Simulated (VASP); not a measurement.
A run of VASP 6.6.1 is set up as follows.

POSCAR

```
AlN
1.0
    0.0000000000      2.1839935596      2.1839935596
    2.1839935596      0.0000000000      2.1839935596
    2.1839935596      2.1839935596      0.0000000000
Al N
1 1
Direct
    0.0000000000      0.0000000000      0.0000000000
    0.2500000000      0.2500000000      0.2500000000
```

File INCAR.step1:

```
SYSTEM = AlN
  ALGO = Normal
  EDIFF = 1E-4
  ENCUT = 600
  GGA = PE
  ISMEAR = -1
  LASPH = .TRUE.
  LCHARG = .FALSE.
  LREAL = .FALSE.
  LWAVE = .TRUE.
  NELM = 60
  PREC = Accurate
  SIGMA = 0.08
```

INCAR.step2

```
SYSTEM = AlN
  ALGO = Normal
  EDIFF = 1E-6
  EDIFFG = -0.002
  ENCUT = 600
  IBRION = 2
  ISIF = 3
  ISMEAR = -1
  ISTART = 1
  LASPH = .TRUE.
  LCHARG = .FALSE.
  LMIXTAU = .TRUE.
  LREAL = .FALSE.
  LWAVE = .FALSE.
  METAGGA = R2SCAN
  NELM = 60
  NSW = 100
  PREC = Accurate
  SIGMA = 0.08
```

File KPOINTS:

```
k-points
0
G
  16 16 16
  0 0 0
```

Potentials or basis: VASP PAW PBE potentials, release 64 (Al, N).

Launch:

```bash
$ cat potpaw_PBE.64/Al/POTCAR potpaw_PBE.64/N/POTCAR > POTCAR
$ cp INCAR.step1 INCAR
$ mpirun -np 1 vasp_std > vasp.out
$ cp INCAR.step2 INCAR
$ mpirun -np 1 vasp_std > vasp.out
```

**Question.** Predict the relaxed cell.

**Answer.** a = 3.088 Å, b = 3.088 Å, c = 3.088 Å, α = 60.00°, β = 60.00°, γ = 60.00°.

**Question.** Predict the space group after relaxing (to 0.1 Å).

**Answer.** F-43m (No. 216).

**Question.** Estimate the band gap on the k mesh.

**Answer.** 3.93 eV (least direct gap 4.90 eV).

Final structure:
```cif
data_structure
_symmetry_space_group_name_H-M 'P 1'
_symmetry_Int_Tables_number 1
_cell_length_a 3.0883
_cell_length_b 3.0883
_cell_length_c 3.0883
_cell_angle_alpha 60.000
_cell_angle_beta 60.000
_cell_angle_gamma 60.000
_cell_volume 20.83
loop_
_atom_site_label
_atom_site_type_symbol
_atom_site_fract_x
_atom_site_fract_y
_atom_site_fract_z
_atom_site_occupancy
Al1 Al 0.00000 0.00000 0.00000 1
N1 N 0.25000 0.25000 0.25000 1
```

 A k mesh can miss the band edges.
